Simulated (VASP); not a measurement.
# BaTiO3 (P4mm) in VASP: single point with PBE

Aim: the single point of BaTiO3 with PBE.

Program: VASP 6.6.1. These are calculated values, not measurements. Logs are shortened: lines on timing, memory, paths and dates and some standing lists are left out, and cuts for length are marked.

**1. The cell of the first run**

Symmetry: P4mm, No. 99, tetragonal system. The conventional cell has a = 3.985 Å, b = 3.985 Å, c = 4.202 Å, α = 90.00°, β = 90.00°, γ = 90.00°. Within 3.7 Å of Ba (site symmetry 4mm) lie 12 O at 2.80 to 2.99 Å and 8 Ti at 3.47 to 3.56 Å. Within 2.4 Å of Ti (site symmetry 4mm) lie 6 O at 1.81 to 2.39 Å. Within 2.4 Å of O (site symmetry 4mm) lie 2 Ti at 1.81 to 2.39 Å. O (site symmetry 2mm) has 2 Ti at 2.00 Å and 4 Ba at 2.80 to 2.99 Å and 8 O at 2.82 to 2.96 Å within 3.0 Å.

**2. Single point, PBE**

Contents of INCAR:

```
SYSTEM = BaTiO3
PREC = Accurate
ENCUT = 1340
EDIFF = 1E-6
ISMEAR = 0
SIGMA = 0.02
LREAL = .FALSE.
LASPH = .TRUE.
NELM = 120
ALGO = Normal
ISIF = 2
LWAVE = .FALSE.
LCHARG = .FALSE.
GGA = PE
NBANDS = 28
GGA_COMPAT = .FALSE.
```

Contents of KPOINTS:

```
Automatic mesh
0
G
  8 8 8
  0 0 0
```

Contents of POSCAR:

```
BaTiO3
1.0
    3.9852569514      0.0000000000      0.0000000000
    0.0000000000      3.9852569514      0.0000000000
    0.0000000000      0.0000000000      4.2022181556
Ba Ti O
1 1 3
Direct
    0.0000000000      0.0000000000     -0.0106980007
    0.5000000000      0.5000000000      0.4720516320
    0.5000000000      0.5000000000      0.0408797620
    0.5000000000      0.0000000000      0.5203833034
    0.0000000000      0.5000000000      0.5203833034
```

Potentials or basis: VASP PAW PBE potentials, release 64 (Ba_sv, Ti_sv, O_h).

Launch:

```bash
> cat potpaw_PBE.64/Ba_sv/POTCAR potpaw_PBE.64/Ti_sv/POTCAR potpaw_PBE.64/O_h/POTCAR > POTCAR
> mpirun -np 1 vasp_std > vasp.out
```

OUTCAR:

```text
SYSTEM = BaTiO3
   PREC = Accurate
   ENCUT = 1340
   EDIFF = 1E-6
   ISMEAR = 0
   LREAL = .FALSE.
   LASPH = .TRUE.
   NELM = 120
   ISIF = 2
   GGA = PE

 ion  position               nearest neighbor table
   1  0.000  0.000  0.989-   4 2.80   5 2.80   5 2.80   4 2.80   3 2.83   3 2.83   3 2.83   3 2.83
                             4 2.99   5 2.99   5 2.99   4 2.99   2 3.47   2 3.47   2 3.47   2 3.47
   2  0.500  0.500  0.472-   3 1.81   4 2.00   5 2.00   4 2.00   5 2.00   1 3.47   1 3.47   1 3.47
                             1 3.47   1 3.56   1 3.56   1 3.56   1 3.56
   3  0.500  0.500  0.041-   2 1.81   1 2.83   1 2.83   1 2.83   1 2.83
   4  0.500  0.000  0.520-   2 2.00   2 2.00   1 2.80   1 2.80   1 2.99   1 2.99
   5  0.000  0.500  0.520-   2 2.00   2 2.00   1 2.80   1 2.80   1 2.99   1 2.99

  LATTYP: Found a simple tetragonal cell.
 ALAT       =     3.9852569514
 C/A-ratio  =     1.0544409575

  Lattice vectors:

 A1 = (   3.9852569514,   0.0000000000,   0.0000000000)
 A2 = (   0.0000000000,   3.9852569514,   0.0000000000)
 A3 = (   0.0000000000,   0.0000000000,   4.2022181556)

Analysis of symmetry for initial positions (statically):
=====================================================================
 Subroutine PRICEL returns:
 Original cell was already a primitive cell.

 Routine SETGRP: Setting up the symmetry group for a
 simple tetragonal supercell.

 Subroutine GETGRP returns: Found  8 space group operations
 (whereof  8 operations were pure point group operations)
 out of a pool of 16 trial point group operations.

The static configuration has the point symmetry C_4v.

Analysis of symmetry for dynamics (positions and initial velocities):
=====================================================================
 Subroutine PRICEL returns:
 Original cell was already a primitive cell.

 Routine SETGRP: Setting up the symmetry group for a
 simple tetragonal supercell.

 Subroutine GETGRP returns: Found  8 space group operations
 (whereof  8 operations were pure point group operations)
 out of a pool of 16 trial point group operations.

The dynamic configuration has the point symmetry C_4v.

 Subroutine INISYM returns: Found  8 space group operations
 (whereof  8 operations are pure point group operations),
 and found     1 'primitive' translations

----------------------------------------------------------------------------------------

                                     Primitive cell

  volume of cell :      66.7408

  direct lattice vectors                    reciprocal lattice vectors
     3.985256951  0.000000000  0.000000000     0.250924849  0.000000000  0.000000000
     0.000000000  3.985256951  0.000000000     0.000000000  0.250924849  0.000000000
     0.000000000  0.000000000  4.202218156     0.000000000  0.000000000  0.237969559

  length of vectors
     3.985256951  3.985256951  4.202218156     0.250924849  0.250924849  0.237969559

  position of ions in fractional coordinates (direct lattice)
     0.000000000  0.000000000  0.989301999
     0.500000000  0.500000000  0.472051632
     0.500000000  0.500000000  0.040879762
     0.500000000  0.000000000  0.520383303
     0.000000000  0.500000000  0.520383303

  ion indices of the primitive-cell ions
   primitive index   ion index
                 1           1
                 2           2
                 3           3
                 4           4
                 5           5

----------------------------------------------------------------------------------------

 KPOINTS: Automatic mesh

Automatic generation of k-mesh.
 Grid dimensions read from file:
 generate k-points for:    8    8    8

 Generating k-lattice:

  Cartesian coordinates                     Fractional coordinates (reciprocal lattice)
     0.031365606  0.000000000  0.000000000     0.125000000  0.000000000  0.000000000
     0.000000000  0.031365606  0.000000000     0.000000000  0.125000000  0.000000000
     0.000000000  0.000000000  0.029746195     0.000000000  0.000000000  0.125000000

  Length of vectors
     0.031365606  0.031365606  0.029746195

  Shift w.r.t. Gamma in fractional coordinates (k-lattice)
     0.000000000  0.000000000  0.000000000

 Subroutine IBZKPT returns following result:
 ===========================================

 Found     75 irreducible k-points:

 Following reciprocal coordinates:
            Coordinates               Weight
  0.000000  0.000000  0.000000      1.000000
  0.125000  0.000000  0.000000      4.000000
  0.250000  0.000000  0.000000      4.000000
  0.375000  0.000000  0.000000      4.000000
  0.500000  0.000000  0.000000      2.000000
  0.125000  0.125000  0.000000      4.000000
[... 16 lines left out ...]
  0.375000  0.125000  0.125000     16.000000
  0.500000  0.125000  0.125000      8.000000
 [... further k-points ...]
   k-points           NKPTS =     75   k-points in BZ     NKDIM =     75   number of bands    NBANDS=     28
   number of dos      NEDOS =    301   number of ions     NIONS =      5
   total plane-waves  NPLWV = 115200
   dimension x,y,z NGX =    48 NGY =   48 NGZ =   50
   dimension x,y,z NGXF=    96 NGYF=   96 NGZF=  100
   ions per type =               1   1   3
   NGX,Y,Z   is equivalent  to a cutoff of  20.02, 20.02, 19.78 a.u.
   NGXF,Y,Z  is equivalent  to a cutoff of  40.05, 40.05, 39.56 a.u.
 SYSTEM =  BaTiO3
   PREC   = accura    normal or accurate (medium, high low for compatibility)
   ISTART =      0    job   : 0-new  1-cont  2-samecut
   ICHARG =      2    charge: 1-file 2-atom 10-const
   ISPIN  =      1    spin polarized calculation?
   LNONCOLLINEAR =      F non collinear calculations
   LSORBIT =      F    spin-orbit coupling
   LASPH  =      T    aspherical Exc in radial PAW
   ENCUT  = 1340.0 eV  98.49 Ry    9.92 a.u.  11.90 11.90 12.54*2*pi/ulx,y,z
   NELM   =    120;   NELMIN=  2; NELMDL= -5     # of ELM steps
   EDIFF  = 0.1E-05   stopping-criterion for ELM
   LREAL  =      F    real-space projection
   EDIFFG = 0.1E-04   stopping-criterion for IOM
   NSW    =      0    number of steps for IOM
   IBRION =     -1    ionic relax: 0-MD 1-quasi-New 2-CG
   NFREE  =      0    steps in history (QN), initial steepest desc. (CG)
   ISIF   =      2    stress and relaxation
   ISYM   =      2    0-nonsym 1-usesym 2-fastsym
   POTIM  = 0.5000    time-step for ionic-motion
   TEBEG  =    0.0;   TEEND  =   0.0 temperature during run
   PSTRESS=    0.0 pullay stress
   NELECT =      40.0000    total number of electrons
   NUPDOWN=      -1.0000    fix difference up-down
   EMIN   =  10.00;   EMAX   =-10.00  energy-range for DOS
   EFERMI =   0.00;   METHOD = LEGACY
   ISMEAR =     0;   SIGMA  =   0.02  broadening in eV -4-tet -1-fermi 0-gaus
   EFERMI_NEDOS =   21; number of points for ismear=-14 and -15
   IALGO  =     38    algorithm
   IMIX   =      4    mixing-type and parameters
     AMIX     =   0.40;   BMIX     =  1.00
     AMIX_MAG =   1.60;   BMIX_MAG =  1.00
  volume/ion in A,a.u.               =      13.35        90.08
  Fermi-wavevector in a.u.,A,eV,Ry     =   1.380271  2.608334 25.921118  1.905148
  Thomas-Fermi vector in A             =   2.505164
   LORBIT       =      0    0 simple, 1 ext, 2 COOP (PROOUT), +10 PAW based schemes
   GGA     = PE    functional components
   LHFCALC =     F    Hartree Fock is set to
   AEXX    =    0.0000 exact exchange contribution
   IVDW    =     0    specifies the selected vdW correction
   LEPSILON=     F    determine dielectric tensor
   LRPA    =     F    only Hartree local field effects (RPA)
 non-spin polarized calculation
 Gauss-broadening in eV      SIGMA  =   0.02
  energy-cutoff  :     1340.00
  volume of cell :       66.74
 maximum number of plane-waves:      7472
 NGX is ok and might be reduce to    48
   NGX = 23   NGY = 23   NGZ = 25

 number of electron      40.0000001 magnetization

 Free energy of the ion-electron system (eV)
  ---------------------------------------------------
  ext. energy  EPLUGINS =         0.00000000
  ---------------------------------------------------
  free energy    TOTEN  =       -40.07050433 eV

  energy without entropy =      -40.07050433  energy(sigma->0) =      -40.07050433

 E-fermi :   4.1802     XC(G=0): -11.0260

 val. band max:        4.0877803830   @ k =   0.5000   0.5000   0.5000
 cond. band min:       5.8819974418   @ k =   0.0000   0.0000   0.0000
 fundamental gap:      1.7942170587
 Fermi energy:         4.1801699130

 k-point     1 :       0.0000    0.0000    0.0000
  band No.  band energies     occupation
      1     -52.5595      2.00000
      2     -28.8947      2.00000
      3     -28.7566      2.00000
      4     -28.7566      2.00000
      5     -21.0991      2.00000
      6     -12.9237      2.00000
[... 20 lines left out ...]
     27       9.1673      0.00000
     28      10.7493      0.00000

 k-point     2 :       0.1250    0.0000    0.0000
  band No.  band energies     occupation
      1     -52.5593      2.00000
      2     -28.8944      2.00000
      3     -28.7644      2.00000
      4     -28.7563      2.00000
      5     -21.0834      2.00000
      6     -12.9280      2.00000
[... 20 lines left out ...]
     27       9.4556      0.00000
     28      11.1249      0.00000

 k-point     3 :       0.2500    0.0000    0.0000
  band No.  band energies     occupation
      1     -52.5590      2.00000
      2     -28.8936      2.00000
      3     -28.7833      2.00000
      4     -28.7556      2.00000
      5     -21.0450      2.00000
      6     -12.9791      2.00000
[... 20 lines left out ...]
     27      10.1639      0.00000
     28      12.0255      0.00000

 k-point     4 :       0.3750    0.0000    0.0000
  band No.  band energies     occupation
      1     -52.5586      2.00000
      2     -28.8928      2.00000
      3     -28.8021      2.00000
      4     -28.7549      2.00000
      5     -21.0059      2.00000
      6     -13.0684      2.00000
[... 20 lines left out ...]
     27      10.9875      0.00000
     28      11.9397      0.00000

 k-point     5 :       0.5000    0.0000    0.0000
  band No.  band energies     occupation
      1     -52.5584      2.00000
      2     -28.8925      2.00000
      3     -28.8098      2.00000
      4     -28.7546      2.00000
      5     -20.9895      2.00000
      6     -13.1116      2.00000
[... 20 lines left out ...]
     27      11.4068      0.00000
     28      11.9060      0.00000

 k-point     6 :       0.1250    0.1250    0.0000
  band No.  band energies     occupation
      1     -52.5592      2.00000
      2     -28.8941      2.00000
      3     -28.7643      2.00000
      4     -28.7639      2.00000
      5     -21.0684      2.00000
      6     -12.9222      2.00000
[... 463 lines left out ...]
      5     -21.0589      2.00000
      6     -12.9041      2.00000
[... 20 lines left out ...]
     27       9.9048      0.00000
     28      11.4610      0.00000

 k-point    22 :       0.2500    0.1250    0.1250
  band No.  band energies     occupation
      1     -52.5588      2.00000
      2     -28.8975      2.00000
      3     -28.7827      2.00000
      4     -28.7632      2.00000
      5     -21.0237      2.00000
      6     -12.9090      2.00000
[... 20 lines left out ...]
     27      10.5065      0.00000
     28      11.8660      0.00000

 k-point    23 :       0.3750    0.1250    0.1250
  band No.  band energies     occupation
      1     -52.5584      2.00000
      2     -28.8966      2.00000
      3     -28.8013      2.00000
      4     -28.7624      2.00000
      5     -20.9878      2.00000
      6     -12.9598      2.00000
[... 20 lines left out ...]
     27      11.2969      0.00000
     28      12.2593      0.00000

 k-point    24 :       0.5000    0.1250    0.1250
  band No.  band energies     occupation
      1     -52.5582      2.00000
      2     -28.8962      2.00000
      3     -28.8090      2.00000
      4     -28.7621      2.00000
      5     -20.9728      2.00000
      6     -12.9896      2.00000
[... 20 lines left out ...]
     27      11.6600      0.00000
     28      12.4345      0.00000

 [... further k-points ...]

------------------------ aborting loop because EDIFF is reached ----------------------------------------

  FORCE on cell =-STRESS in cart. coord.  units (eV):
  Direction    XX          YY          ZZ          XY          YZ          ZX
  --------------------------------------------------------------------------------------
  -------------------------------------------------------------------------------------
  Total        0.5670733      0.5670733      0.5544172      0.0000000     -0.0000000      0.0000000
  in kB       13.6131469     13.6131469     13.3093247      0.0000000     -0.0000000      0.0000000
  external PRESSURE =      13.5118728 kB  Pullay stress =       0.0000000 kB

 VOLUME and BASIS-vectors are now :
 -----------------------------------------------------------------------------
  energy-cutoff  :     1340.00
  volume of cell :       66.74
      direct lattice vectors                 reciprocal lattice vectors
     3.985256951  0.000000000  0.000000000     0.250924849  0.000000000  0.000000000
     0.000000000  3.985256951  0.000000000     0.000000000  0.250924849  0.000000000
     0.000000000  0.000000000  4.202218156     0.000000000  0.000000000  0.237969559

 POSITION                                       TOTAL-FORCE (eV/Angst)
 -----------------------------------------------------------------------------------
      0.00000      0.00000      4.15726        -0.000000     -0.000000      0.048751
      1.99263      1.99263      1.98366         0.000000     -0.000000      0.039957
      1.99263      1.99263      0.17179         0.000000      0.000000     -0.043100
      1.99263      0.00000      2.18676         0.000000      0.000000     -0.022804
      0.00000      1.99263      2.18676         0.000000     -0.000000     -0.022804
 -----------------------------------------------------------------------------------
    total drift:                                0.000000      0.000000      0.000544

  FREE ENERGIE OF THE ION-ELECTRON SYSTEM (eV)
  ---------------------------------------------------
  free  energy   TOTEN  =       -40.0705043348 eV

  energy  without entropy=      -40.0705043348  energy(sigma->0) =      -40.07050433
```

It took 3.8 min on 1 thread of Intel Xeon 6975P-C (Granite Rapids), shared host; peak memory 0.74 GiB.

Results:

```yaml
Free_energy: -40.0705 eV
Pressure: 1.4 GPa
Largest_force: 0.049 eV/Å
Band_gap_on_the_k_mesh: 1.79 eV (least direct gap 2.36 eV)
```

Forces on the atoms (eV/Å):
```
Ba   0.000  0.000  0.049
Ti   0.000  0.000  0.040
O    0.000  0.000 -0.043
O    0.000  0.000 -0.023
O    0.000  0.000 -0.023
```

Levels at points of the mesh, in eV from the valence-band top:
```tsv
k point	band 17	band 18	band 19	band 20	band 21	band 22	band 23	band 24
(0.00, 0.00, 0.00)	-1.33	-0.94	-0.57	-0.57	1.79	2.44	2.44	4.01
(0.50, 0.00, 0.00)	-1.97	-1.71	-1.59	-1.35	2.51	3.42	3.53	4.08
(0.50, 0.50, 0.00)	-2.04	-1.17	-1.17	-0.06	3.57	3.57	3.90	4.09
(0.00, 0.00, 0.50)	-2.07	-2.00	-0.74	-0.74	1.92	3.44	3.44	4.01
(0.50, 0.00, 0.50)	-1.85	-1.18	-1.09	-0.53	3.45	3.47	3.71	4.78
(0.50, 0.50, 0.50)	-2.63	-0.46	-0.46	0.00	3.95	3.95	4.06	5.93
```

Caveat: spin-orbit coupling is left out, which moves the levels of the heavy elements.
